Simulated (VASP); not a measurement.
A run of VASP 6.6.1:

The input INCAR:

```
ALGO = Normal ; EDIFF = 1E-6
ENCUT = 520 ; GGA = PE
ISIF = 2 ; ISMEAR = -1
ISPIN = 2 ; LASPH = T
LCHARG = F ; LORBIT = 11
LREAL = Auto ; LWAVE = F
MAGMOM = 0 0 0 0 0 0 0 0 0 0 0 0 0 0 0 0 0 ; NBANDS = 52
NELM = 150 ; PREC = Accurate
SIGMA = 0.05
```

File KPOINTS:

```
k-points
0
Gamma
  2 2 2
```

The input POSCAR:

```
LiSi16
1.0
    0.0000000000      5.4300000000      5.4300000000
    5.4300000000      0.0000000000      5.4300000000
    5.4300000000      5.4300000000      0.0000000000
Si Li
16 1
Direct
   -0.0384530387     -0.0012707182      0.0603314917
    0.1499171271      0.0994383057      0.1135451197
   -0.0076335175      0.0024585635      0.5180939227
    0.1195488029      0.1372836096      0.6494014733
    0.0041804788      0.4634806630      0.0051012891
    0.1410128913      0.6136464088      0.0972375691
   -0.0002946593      0.4979373849      0.4811602210
    0.1086372007      0.6155616943      0.6278084715
    0.5195672192      0.0027532228     -0.0161602210
    0.5898526703      0.1397053407      0.1304419890
    0.5170073665     -0.0203222836      0.5041528545
    0.6296777164      0.1499723757      0.5868968692
    0.5388029466      0.5262430939     -0.0302578269
    0.6295948435      0.6216206262      0.1450460405
    0.4636648250      0.5349355433      0.5077348066
    0.6412799263      0.6207826888      0.6124953959
    0.3631860037      0.8643462247      0.8723941068
```

Potentials or basis: VASP PAW PBE potentials, release 64 (Si, Li_sv).

Command:

```sh
$ cat potpaw_PBE.64/Si/POTCAR potpaw_PBE.64/Li_sv/POTCAR > POTCAR
$ mpirun -np 1 vasp_std > vasp.out
```

Hardware: 1 thread of Intel(R) Xeon(R) 6975P-C (Granite Rapids) (shared host).

Question: Estimate the wall time of this run.

Answer: Run time: 4.3 min on 1 thread of Intel(R) Xeon(R) 6975P-C (Granite Rapids), on a shared host, peak memory 0.7 GiB. Counts: scf iterations 15, k points 8.
